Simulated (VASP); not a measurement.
A run of VASP 6.6.1:

File INCAR:

```
SYSTEM = SiC
PREC     = Accurate       ! precision mode
ENCUT    = 520            ! plane-wave cutoff, eV
EDIFF    = 1E-7           ! SCF threshold, eV
ISMEAR   = 0              ! smearing method
SIGMA    = 0.05           ! smearing width, eV
LREAL    = .FALSE.        ! projectors in reciprocal space
LASPH    = .TRUE.         ! aspherical terms in the spheres
NELM     = 60             ! most SCF steps
ALGO     = Normal         ! electronic algorithm
ISIF     = 2              ! what is computed and relaxed
LWAVE    = .FALSE.        ! write WAVECAR
LCHARG   = .FALSE.        ! write CHGCAR
GGA      = PS             ! functional
NBANDS   = 26             ! bands
```

The input KPOINTS:

```
regular mesh
0
G
  12 12 4
  0 0 0
```

Contents of POSCAR:

```
SiC
1.0
    3.0780670649      0.0000000000      0.0000000000
   -1.5390335324      2.6656842728      0.0000000000
    0.0000000000      0.0000000000      9.2697000000
Si C
4 4
Direct
    0.6666666667      0.3333333333      0.9378278494
    0.3333333333      0.6666666667      0.4378278494
    0.0000000000      0.0000000000      0.6878973398
    0.0000000000      0.0000000000      0.1878973398
    0.6666666667      0.3333333333      0.7498191768
    0.3333333333      0.6666666667      0.2498191768
    0.0000000000      0.0000000000      0.5004546340
    0.0000000000      0.0000000000      0.0004546340
```

Potentials or basis: VASP PAW PBE potentials, release 64 (Si, C).

Launch:

```console
$ cat potpaw_PBE.64/Si/POTCAR potpaw_PBE.64/C/POTCAR > POTCAR
$ mpirun -np 1 vasp_std > vasp.out
```

Hardware: 1 thread of Intel(R) Xeon(R) Platinum 8559C (Emerald Rapids), with other jobs on the host.

Problem. How long does it take, and how much memory?

Solution. Wall time 51 s on 1 thread of Intel(R) Xeon(R) Platinum 8559C (Emerald Rapids) (shared host), peak memory 0.23 GiB. Counts: scf iterations 14, k points 57.
